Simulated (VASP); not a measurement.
## Ag: single point with PBEsol

The system is Ag.

```
Ag
1.0
     2.86874    0.00000    0.00000
    -1.43437    2.48440    0.00000
     1.43437    0.82813    7.01967
Ag
3
Direct
  0.00000 0.00000 0.00000
  0.44463 0.22231 0.33306
  0.55537 0.77769 0.66694
```

```yaml
Program: VASP 6.6.1
Task: single point
Functional: PBEsol
Potentials_or_basis: VASP PAW PBE potentials, release 64 (Ag)
Cutoff: 520 eV
k_mesh: 12 × 12 × 5
Occupations: gaussian, width 0.1 eV
Spin: no spin polarisation
```

| Quantity | Value |
| --- | --- |
| Pressure | 0.0 GPa |
| Largest force | 0.006 eV/Å |
| Band gap on the k mesh | zero (an odd number of electrons rules out a gap without spin polarisation) |

Forces in eV/Å, atoms in the order of the input:
```
Ag   0.000  0.000  0.000
Ag   0.002  0.001  0.005
Ag  -0.002 -0.001 -0.005
```

Stress tensor (GPa, compression positive):
```
 0.13 -0.07 -0.33
-0.07  0.21 -0.19
-0.33 -0.19 -0.46
```

Levels at points of the mesh, in eV from the Fermi level:
```csv
k point,band 14,band 15,band 16,band 17,band 18,band 19,band 20,band 21
"(0.00, 0.00, 0.00)",-3.33,-3.22,-3.22,-3.09,-3.09,8.18,8.21,15.63
"(0.50, 0.00, 0.00)",-2.73,-2.68,0.21,0.59,1.66,4.32,6.17,8.59
"(0.00, 0.50, 0.00)",-2.72,-2.72,-0.06,1.24,1.40,5.15,5.29,6.50
"(0.50, 0.50, 0.00)",-2.72,-2.72,-0.06,1.24,1.40,5.15,5.29,6.50
```

It took 3.9 min on 1 thread of Intel(R) Xeon(R) Platinum 8488C (Sapphire Rapids), on a shared host, peak memory 0.43 GiB.

Caveat: the PAW data sets were made with another functional, which shifts forces and pressure a little.
